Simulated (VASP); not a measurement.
# PIr (rocksalt type) (Fm-3m) in VASP: notebook

The runs below take PIr (rocksalt type) through relaxation of cell and atoms, single point, with LDA.

Everything below comes from runs of VASP 6.6.1. Logs are shortened: lines on timing, memory, paths and dates and some standing lists are left out, and cuts for length are marked.

## (1) The cell of the first run

The structure is cubic, space group Fm-3m (No. 225). The conventional cell has a = 4.738 Å, b = 4.738 Å, c = 4.738 Å, α = 90.00°, β = 90.00°, γ = 90.00°. Within 3.1 Å of Ir (site symmetry m-3m) lie 6 P at 2.37 Å. P (site symmetry m-3m) has 6 Ir at 2.37 Å within 3.1 Å.

## (2) Relaxation of cell and atoms, LDA

Contents of INCAR:

```
PREC = Accurate
ENCUT = 560
EDIFF = 1E-7
ISMEAR = -1
SIGMA = 0.08
LREAL = F
LASPH = T
NELM = 120
ALGO = Normal
ISIF = 3
LWAVE = F
LCHARG = F
IBRION = 2
NSW = 60
EDIFFG = -0.005
GGA_COMPAT = F
NELMIN = 4
```

Contents of KPOINTS:

```
Automatic mesh
0
Gamma
  14 14 14
```

Contents of POSCAR:

```
PIr
1.0
    0.0000000000      2.3690179898      2.3690179898
    2.3690179898      0.0000000000      2.3690179898
    2.3690179898      2.3690179898      0.0000000000
Ir P
1 1
Direct
    0.0000000000      0.0000000000      0.0000000000
    0.5000000000      0.5000000000      0.5000000000
```

Potentials or basis: VASP PAW LDA potentials, release 64 (Ir_sv_GW, P).

On the command line:

```bash
> cat potpaw_LDA.64/Ir_sv_GW/POTCAR potpaw_LDA.64/P/POTCAR > POTCAR
> mpirun -np 1 vasp_std > vasp.out
```

OUTCAR:

```text
PREC = Accurate
   ENCUT = 560
   EDIFF = 1E-7
   ISMEAR = -1
   LREAL = F
   LASPH = T
   NELM = 120
   ISIF = 3
   IBRION = 2
   NSW = 60
   EDIFFG = -0.005
   NELMIN = 4

 ion  position               nearest neighbor table
   1  0.000  0.000  0.000-   2 2.37   2 2.37   2 2.37   2 2.37   2 2.37   2 2.37
   2  0.500  0.500  0.500-   1 2.37   1 2.37   1 2.37   1 2.37   1 2.37   1 2.37

  LATTYP: Found a face centered cubic cell.
 ALAT       =     4.7380359796

  Lattice vectors:

 A1 = (   0.0000000000,   2.3690179898,   2.3690179898)
 A2 = (   2.3690179898,   0.0000000000,   2.3690179898)
 A3 = (   2.3690179898,   2.3690179898,   0.0000000000)

Analysis of symmetry for initial positions (statically):
=====================================================================
 Subroutine PRICEL returns:
 Original cell was already a primitive cell.

 Routine SETGRP: Setting up the symmetry group for a
 face centered cubic supercell.

 Subroutine GETGRP returns: Found 48 space group operations
 (whereof 48 operations were pure point group operations)
 out of a pool of 48 trial point group operations.

The static configuration has the point symmetry O_h .

Analysis of symmetry for dynamics (positions and initial velocities):
=====================================================================
 Subroutine PRICEL returns:
 Original cell was already a primitive cell.

 Routine SETGRP: Setting up the symmetry group for a
 face centered cubic supercell.

 Subroutine GETGRP returns: Found 48 space group operations
 (whereof 48 operations were pure point group operations)
 out of a pool of 48 trial point group operations.

The dynamic configuration has the point symmetry O_h .

 Subroutine INISYM returns: Found 48 space group operations
 (whereof 48 operations are pure point group operations),
 and found     1 'primitive' translations

----------------------------------------------------------------------------------------

                                     Primitive cell

  volume of cell :      26.5910

  direct lattice vectors                    reciprocal lattice vectors
     0.000000000  2.369017990  2.369017990    -0.211057916  0.211057916  0.211057916
     2.369017990  0.000000000  2.369017990     0.211057916 -0.211057916  0.211057916
     2.369017990  2.369017990  0.000000000     0.211057916  0.211057916 -0.211057916

  length of vectors
     3.350297371  3.350297371  3.350297371     0.365563034  0.365563034  0.365563034

  position of ions in fractional coordinates (direct lattice)
     0.000000000  0.000000000  0.000000000
     0.500000000  0.500000000  0.500000000

  ion indices of the primitive-cell ions
   primitive index   ion index
                 1           1
                 2           2

----------------------------------------------------------------------------------------

 KPOINTS: Automatic mesh

Automatic generation of k-mesh.
 Grid dimensions read from file:
 generate k-points for:   14   14   14

 Generating k-lattice:

  Cartesian coordinates                     Fractional coordinates (reciprocal lattice)
    -0.015075565  0.015075565  0.015075565     0.071428571  0.000000000  0.000000000
     0.015075565 -0.015075565  0.015075565     0.000000000  0.071428571  0.000000000
     0.015075565  0.015075565 -0.015075565     0.000000000  0.000000000  0.071428571

  Length of vectors
     0.026111645  0.026111645  0.026111645

  Shift w.r.t. Gamma in fractional coordinates (k-lattice)
     0.000000000  0.000000000  0.000000000

 Subroutine IBZKPT returns following result:
 ===========================================

 Found    104 irreducible k-points:

 Following reciprocal coordinates:
            Coordinates               Weight
  0.000000  0.000000  0.000000      1.000000
  0.071429  0.000000  0.000000      8.000000
  0.142857  0.000000  0.000000      8.000000
  0.214286  0.000000  0.000000      8.000000
  0.285714  0.000000  0.000000      8.000000
  0.357143  0.000000  0.000000      8.000000
[... 16 lines left out ...]
  0.214286  0.142857  0.000000     24.000000
  0.285714  0.142857  0.000000     24.000000
 [... further k-points ...]
   k-points           NKPTS =    104   k-points in BZ     NKDIM =    104   number of bands    NBANDS=     15
   number of dos      NEDOS =    301   number of ions     NIONS =      2
   total plane-waves  NPLWV =  21952
   dimension x,y,z NGX =    28 NGY =   28 NGZ =   28
   dimension x,y,z NGXF=    56 NGYF=   56 NGZF=   56
   ions per type =               1   1
   NGX,Y,Z   is equivalent  to a cutoff of  13.89, 13.89, 13.89 a.u.
   NGXF,Y,Z  is equivalent  to a cutoff of  27.79, 27.79, 27.79 a.u.
 SYSTEM =  unknown system
   PREC   = accura    normal or accurate (medium, high low for compatibility)
   ISTART =      0    job   : 0-new  1-cont  2-samecut
   ICHARG =      2    charge: 1-file 2-atom 10-const
   ISPIN  =      1    spin polarized calculation?
   LNONCOLLINEAR =      F non collinear calculations
   LSORBIT =      F    spin-orbit coupling
   LASPH  =      T    aspherical Exc in radial PAW
   ENCUT  =  560.0 eV  41.16 Ry    6.42 a.u.   6.46  6.46  6.46*2*pi/ulx,y,z
   NELM   =    120;   NELMIN=  4; NELMDL= -5     # of ELM steps
   EDIFF  = 0.1E-06   stopping-criterion for ELM
   LREAL  =      F    real-space projection
   EDIFFG = -.5E-02   stopping-criterion for IOM
   NSW    =     60    number of steps for IOM
   IBRION =      2    ionic relax: 0-MD 1-quasi-New 2-CG
   NFREE  =      1    steps in history (QN), initial steepest desc. (CG)
   ISIF   =      3    stress and relaxation
   ISYM   =      2    0-nonsym 1-usesym 2-fastsym
   POTIM  = 0.5000    time-step for ionic-motion
   TEBEG  =    0.0;   TEEND  =   0.0 temperature during run
   PSTRESS=    0.0 pullay stress
   NELECT =      22.0000    total number of electrons
   NUPDOWN=      -1.0000    fix difference up-down
   EMIN   =  10.00;   EMAX   =-10.00  energy-range for DOS
   EFERMI =   0.00;   METHOD = LEGACY
   ISMEAR =    -1;   SIGMA  =   0.08  broadening in eV -4-tet -1-fermi 0-gaus
   EFERMI_NEDOS =   21; number of points for ismear=-14 and -15
   IALGO  =     38    algorithm
   IMIX   =      4    mixing-type and parameters
     AMIX     =   0.40;   BMIX     =  1.00
     AMIX_MAG =   1.60;   BMIX_MAG =  1.00
  volume/ion in A,a.u.               =      13.30        89.72
  Fermi-wavevector in a.u.,A,eV,Ry     =   1.536871  2.904265 32.136579  2.361972
  Thomas-Fermi vector in A             =   2.643459
   LORBIT       =      0    0 simple, 1 ext, 2 COOP (PROOUT), +10 PAW based schemes
   GGA     = CA    functional components
   LHFCALC =     F    Hartree Fock is set to
   AEXX    =    0.0000 exact exchange contribution
   IVDW    =     0    specifies the selected vdW correction
   LEPSILON=     F    determine dielectric tensor
   LRPA    =     F    only Hartree local field effects (RPA)
 conjugate gradient relaxation of ions
 non-spin polarized calculation
  energy-cutoff  :      560.00
  volume of cell :       26.59
 maximum number of plane-waves:       821
 NGX is ok and might be reduce to    28
   NGX = 13   NGY = 13   NGZ = 13

--------------------------------------- Ionic step        1  -------------------------------------------

 number of electron      22.0000001 magnetization

 Free energy of the ion-electron system (eV)
  ---------------------------------------------------
  ext. energy  EPLUGINS =         0.00000000
  ---------------------------------------------------
  free energy    TOTEN  =       -16.70423567 eV

  energy without entropy =      -16.68039078  energy(sigma->0) =      -16.69231323

------------------------ aborting loop because EDIFF is reached ----------------------------------------

  FORCE on cell =-STRESS in cart. coord.  units (eV):
  Direction    XX          YY          ZZ          XY          YZ          ZX
  --------------------------------------------------------------------------------------
  -------------------------------------------------------------------------------------
  Total        3.3200519      3.3200519      3.3200519      0.0000000     -0.0000000     -0.0000000
  in kB      200.0416291    200.0416291    200.0416291      0.0000000     -0.0000000     -0.0000000
  external PRESSURE =     200.0416291 kB  Pullay stress =       0.0000000 kB
[... 23 lines left out ...]
--------------------------------------- Ionic step        2  -------------------------------------------

 number of electron      21.9999999 magnetization

 E-fermi :   8.2016     XC(G=0): -12.2096

 val. band max:        8.1981499847   @ k =  -0.3571   0.3571   0.0000
 cond. band min:       8.2256361758   @ k =  -0.0714   0.0714   0.0000
 fundamental gap:      0.0274861911
 Fermi energy:         8.2016031138

 k-point     1 :       0.0000    0.0000    0.0000
  band No.  band energies     occupation
      1     -82.9155      2.00000
      2     -40.0276      2.00000
      3     -40.0276      2.00000
      4     -40.0276      2.00000
      5      -4.7173      2.00000
      6       5.7094      2.00000
      7       5.7094      2.00000
      8       5.7094      2.00000
      9       5.7242      2.00000
     10       5.7242      2.00000
     11       8.4868      0.05503
     12       8.4868      0.05503
     13       8.4868      0.05503
     14      12.9845      0.00000
[... 401 lines left out ...]
      2     -40.0426      2.00000
      3     -40.0315      2.00000
      4     -40.0310      2.00000
      5      -3.6199      2.00000
      6       3.2867      2.00000
      7       4.5692      2.00000
      8       4.8315      2.00000
      9       5.9726      2.00000
     10       6.5115      2.00000
     11       8.0231      1.80610
     12       9.5958      0.00000
     13      10.9050      0.00000
     14      15.4521      0.00000
     15      16.0479      0.00000

 [... further k-points ...]

------------------------ aborting loop because EDIFF is reached ----------------------------------------

  FORCE on cell =-STRESS in cart. coord.  units (eV):
  Direction    XX          YY          ZZ          XY          YZ          ZX
  --------------------------------------------------------------------------------------
  -------------------------------------------------------------------------------------
  Total       -5.6568346     -5.6568346     -5.6568346     -0.0000000     -0.0000000      0.0000000
  in kB     -270.5056385   -270.5056385   -270.5056385     -0.0000000     -0.0000000      0.0000000
  external PRESSURE =    -270.5056385 kB  Pullay stress =       0.0000000 kB
[... 53 lines left out ...]
  FREE ENERGIE OF THE ION-ELECTRON SYSTEM (eV)
  ---------------------------------------------------
  free  energy   TOTEN  =       -16.8147248624 eV

  energy  without entropy=      -16.7886543533  energy(sigma->0) =      -16.80168961

[... ionic steps 4 to 14 ...]

--------------------------------------- Ionic step       15  -------------------------------------------

 number of electron      21.9999999 magnetization

------------------------ aborting loop because EDIFF is reached ----------------------------------------
[... 67 lines left out ...]
--------------------------------------- Ionic step       17  -------------------------------------------

 number of electron      21.9999999 magnetization

 Free energy of the ion-electron system (eV)
  ---------------------------------------------------
  ext. energy  EPLUGINS =         0.00000000
  ---------------------------------------------------
  free energy    TOTEN  =       -16.81508400 eV

  energy without entropy =      -16.78914519  energy(sigma->0) =      -16.80211459

 E-fermi :  10.7603     XC(G=0): -13.0646

 val. band max:       10.7365103768   @ k =  -0.2143   0.2143   0.0000
 cond. band min:      10.7671226389   @ k =   0.4286   0.3571   0.0000
 fundamental gap:      0.0306122621
 Fermi energy:        10.7603213333

 k-point     1 :       0.0000    0.0000    0.0000
  band No.  band energies     occupation
      1     -80.7171      2.00000
      2     -37.8467      2.00000
      3     -37.8467      2.00000
      4     -37.8467      2.00000
      5      -3.6527      2.00000
      6       7.3550      2.00000
      7       7.3550      2.00000
      8       7.3550      2.00000
      9       7.4759      2.00000
     10       7.4759      2.00000
     11      10.9920      0.10475
     12      10.9920      0.10475
     13      10.9920      0.10474
     14      17.3753      0.00000
[... 401 lines left out ...]
      2     -37.8805      2.00000
      3     -37.8563      2.00000
      4     -37.8552      2.00000
      5      -2.3038      2.00000
      6       4.7858      2.00000
      7       6.0831      2.00000
      8       6.4733      2.00000
      9       7.7634      2.00000
     10       8.4465      2.00000
     11      10.6246      1.69022
     12      12.3554      0.00000
     13      14.0649      0.00000
     14      18.5193      0.00000
     15      19.6354      0.00000

 [... further k-points ...]

------------------------ aborting loop because EDIFF is reached ----------------------------------------

  FORCE on cell =-STRESS in cart. coord.  units (eV):
  Direction    XX          YY          ZZ          XY          YZ          ZX
  --------------------------------------------------------------------------------------
  -------------------------------------------------------------------------------------
  Total        0.0058759      0.0058759      0.0058759     -0.0000000      0.0000000     -0.0000000
  in kB        0.3304977      0.3304977      0.3304977     -0.0000000      0.0000000     -0.0000000
  external PRESSURE =       0.3304977 kB  Pullay stress =       0.0000000 kB
[... 17 lines left out ...]
  FREE ENERGIE OF THE ION-ELECTRON SYSTEM (eV)
  ---------------------------------------------------
  free  energy   TOTEN  =       -16.8150839958 eV

  energy  without entropy=      -16.7891451910  energy(sigma->0) =      -16.80211459

 reached required accuracy - stopping structural energy minimisation
```

It took 3.7 min on 1 thread of AMD EPYC 9R45 (Zen 5), shared host; peak memory 0.16 GiB.

Results:

| Property | Result |
| --- | --- |
| Free energy | -16.8151 eV |
| Relaxed volume | 14.24 Å³/atom |
| Relaxed cell | a = 3.428 Å, b = 3.428 Å, c = 3.428 Å, α = 60.00°, β = 60.00°, γ = 60.00° |
| Space group after relaxing (to 0.1 Å) | Fm-3m (No. 225) |
| Energy gained by relaxing | 55.4 meV/atom |
| Ionic steps | 17 |
| Pressure after relaxing | 0.0 GPa |
| Band gap on the k mesh | zero (bands 11 and 12 overlap by 1.60 eV) |

Step by step:
```csv
step,energy change (eV),largest force (eV/Å),pressure (GPa),volume (Å³)
1,0.0000,0.0000,20.00,26.59
2,0.3864,0.0000,-27.05,33.50
3,-0.1105,0.0000,-0.96,28.60
4,-0.1108,0.0000,-0.13,28.50
5,-0.1108,0.0000,0.20,28.46
6,-0.1108,0.0000,0.21,28.46
7,-0.1108,0.0000,0.19,28.47
8,-0.1108,0.0000,0.19,28.47
9,-0.1108,0.0000,0.19,28.47
10,-0.1108,0.0000,0.19,28.47
11,-0.1108,0.0000,0.18,28.47
12,-0.1108,0.0000,0.18,28.47
13,-0.1108,0.0000,0.18,28.47
14,-0.1108,0.0000,0.17,28.47
15,-0.1108,0.0000,0.15,28.47
16,-0.1108,0.0000,0.12,28.48
17,-0.1108,0.0000,0.03,28.49
```

Final structure:
```
CELL_PARAMETERS angstrom
0.00000 2.42398 2.42398
2.42398 0.00000 2.42398
2.42398 2.42398 0.00000
ATOMIC_POSITIONS crystal
Ir 0.00000 0.00000 0.00000
P 0.50000 0.50000 0.50000
```

Levels at points of the mesh, in eV from the Fermi level:
| k point | band 7 | band 8 | band 9 | band 10 | band 11 | band 12 | band 13 | band 14 | band 15 |
| --- | --- | --- | --- | --- | --- | --- | --- | --- | --- |
| (0.00, 0.00, 0.00) | -3.41 | -3.41 | -3.28 | -3.28 | 0.23 | 0.23 | 0.23 | 6.61 | 9.90 |
| (0.50, 0.00, 0.00) | -5.76 | -5.76 | -1.36 | -1.36 | -0.44 | 3.98 | 6.52 | 6.52 | 6.56 |
| (0.50, 0.50, 0.00) | -5.01 | -2.39 | -2.16 | -2.16 | -0.76 | -0.76 | -0.17 | 3.52 | 10.73 |

Caveat: spin-orbit coupling is left out, which moves the levels of the heavy elements.

(Continued in part 2 of 2.)

The gap in the log of VASP goes by the Fermi energy; the results here count the filled bands.